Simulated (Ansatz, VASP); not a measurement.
Two plane-wave programs on Ag

POSCAR

```
Ag
1.0
    3.0471980036      0.0000000000      0.0000000000
   -1.5235990018      2.6389508815      0.0000000000
    0.0000000000      0.0000000000      5.1732000000
Ag
2
Direct
    0.3333333333      0.6666666667      0.2500000000
    0.6666666667      0.3333333333      0.7500000000
```

INCAR.step1

```
SYSTEM = Ag
PREC = Accurate ; ENCUT = 520
ISMEAR = 0 ; SIGMA = 0.15
LREAL = .False. ; LASPH = .True.
NELM = 100 ; NBANDS = 18
GGA = PE ; ALGO = Normal
EDIFF = 1E-4 ; LWAVE = .True.
LCHARG = .False.
```

The input INCAR.step2:

```
SYSTEM = Ag
PREC = Accurate ; ENCUT = 520
EDIFF = 1E-6 ; ISMEAR = 0
SIGMA = 0.15 ; LREAL = .False.
LASPH = .True. ; NELM = 100
ALGO = Normal ; ISIF = 2
LWAVE = .False. ; LCHARG = .False.
METAGGA = R2SCAN ; LMIXTAU = .True.
NBANDS = 18 ; ISTART = 1
```

KPOINTS

```
Automatic mesh
0
Gamma
  18 18 10
  0 0 0
```

Input for Ansatz:

```yaml
crystal:
  lattice:
    - [3.0471980036, 0.0, 0.0]
    - [-1.5235990018, 2.6389508815, 0.0]
    - [0.0, 0.0, 5.1732]
  atoms:
    - { symbol: Ag, position: [0.3333333333, 0.6666666667, 0.25] }
    - { symbol: Ag, position: [0.6666666667, 0.3333333333, 0.75] }
basis:
  ecutwfc: 500
kpoints:
  mp_grid: { grid: [18, 18, 10] }
hamiltonian:
  xc: r2scan
scf:
  occupations: { method: gaussian, width: 0.15 }
output:
  forces: true
  stress: true
  eigenvalues: true
```

Change from the starting cell: strain +0.040 along x and y, +0.080 along z, atoms carried along.

Alike in both runs: task single point; functional r2SCAN; k mesh 18 × 18 × 10; occupations gaussian, width 0.15 eV; no spin polarisation.

```csv
,VASP,Ansatz
version,VASP 6.6.1,Ansatz 0.2.0
potentials or method,"VASP PAW PBE potentials, release 64 (Ag), cutoff 520 eV","scalar-relativistic, plane waves, PAW"
valence electrons in the cell,22,38
```

```csv
,VASP,Ansatz,Ansatz less VASP
gap on the k mesh at the Fermi level (eV),none,none,-
pressure (GPa),-11.1,-11.0,+0.03
"traceless stress, the component that is largest in VASP (GPa)",-0.75,-0.74,+0.008
```

VASP's potentials were made for PBE, not for r2SCAN. A gap of «none» marks a metal or a gap that the smearing closes. With one functional, cell and mesh, what is left measures potentials, basis and numerics. VASP's potentials hold 22 valence electrons a cell and Ansatz's 38, so a difference there can come from the potentials and not from the codes.
